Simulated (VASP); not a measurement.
Write the native input for VASP 6.6.1 that does the following.

* Task: relaxation of shape and atoms at fixed volume
* Functional: PBE
* Potentials or basis: VASP PAW PBE potentials, release 64 (K_sv)
* Cutoff: 600 eV
* k mesh: 10 × 10 × 10
* Occupations: fermi-dirac, width 0.05 eV
* Spin: no spin polarisation
* Dipole correction: no
* Further INCAR settings: ALGO = Normal; EDIFF = 1e-06; IBRION = 2; EDIFFG = -0.005; NSW = 50; ISIF = 4

The structure of K lies in POSCAR:

```
K
1.0
   -3.9236568417      3.9236568417      2.1192672919
    3.9236568417     -3.9236568417      2.1192672919
    3.9236568417      3.9236568417     -2.1192672919
K
2
Direct
   -0.3750000000     -0.1250000000     -0.2500000000
    0.3750000000      0.1250000000      0.2500000000
```

These files were run (other wordings do the same):

INCAR

```
PREC = Accurate
ENCUT = 600
EDIFF = 1E-6
ISMEAR = -1
SIGMA = 0.05
LREAL = False
LASPH = True
NELM = 60
ALGO = Normal
ISIF = 4
LWAVE = False
LCHARG = False
GGA = PE
IBRION = 2
NSW = 50
EDIFFG = -0.005
```

KPOINTS

```
Automatic mesh
0
Gamma
  10 10 10
```

Potentials or basis: VASP PAW PBE potentials, release 64 (K_sv).

Command:

```sh
$ cat potpaw_PBE.64/K_sv/POTCAR > POTCAR
$ mpirun -np 1 vasp_std > vasp.out
```

It gave:

The energy gained by relaxing is 0.0 meV/atom and the ionic steps are 3. The pressure after relaxing is 0.7 GPa and the band gap on the k mesh is zero (bands 9 and 10 overlap by 1.70 eV).

Run time: 2 min on 1 thread of Intel(R) Xeon(R) 6975P-C (Granite Rapids), on a shared host, peak memory 0.45 GiB.
